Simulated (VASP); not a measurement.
## V: single point with PBE

V:

```
V
1.0
     2.60429    0.00000    0.00000
    -1.30215    2.25538    0.00000
     0.00000    0.00000    4.72334
V
2
Direct
  0.57030 0.26279 0.65473
  0.33333 0.66667 0.25000
```

This cell differs from its parent crystal: atom 1 (V) moved by (-0.225, -0.450) A along [1 1 0] and z.

| Item | Value |
| --- | --- |
| Program | VASP 6.6.1 |
| Task | single point |
| Functional | PBE |
| Potentials or basis | VASP PAW PBE potentials, release 64 (V_sv) |
| Cutoff | 520 eV |
| k mesh | 21 × 21 × 10 |
| Occupations | gaussian, width 0.15 eV |
| Spin | no spin polarisation |

The pressure is 15.7 GPa, the largest force is 3.457 eV/Å and the band gap on the k mesh is zero (band 13 reaches 10.48 eV, above the bottom of band 14 at 9.24 eV).

Forces in eV/Å, atoms in the order of the input:
```
V   -0.830 -0.518  3.315
V    0.830  0.518 -3.315
```

Stress tensor (GPa, compression positive):
```
15.31 -3.79 -7.31
-3.79 22.08 -5.51
-7.31 -5.51  9.77
```

Levels at points of the mesh, in eV from the Fermi level:
```
           k point  band 9  band 10  band 11  band 12  band 13  band 14  band 15  band 16  band 17  band 18
(0.00, 0.00, 0.00)   -6.76    -3.80    -1.12    -0.05     0.13     0.23     0.36     1.24     1.52     2.27
(0.00, 0.00, 0.50)   -5.32    -4.81    -2.16    -0.06    -0.03     0.06     0.23     0.70     1.78     2.47
```

Wall time 10 min on 1 thread of Intel(R) Xeon(R) Platinum 8488C (Sapphire Rapids), with other jobs on the host, peak memory 0.96 GiB.

Caveat: the cell differs from its parent crystal (atom 1 (V) moved by (-0.225, -0.450) A along [1 1 0] and z); forces of over 1 eV/Å act on the atoms, so gaps and moduli don't describe the material at rest.
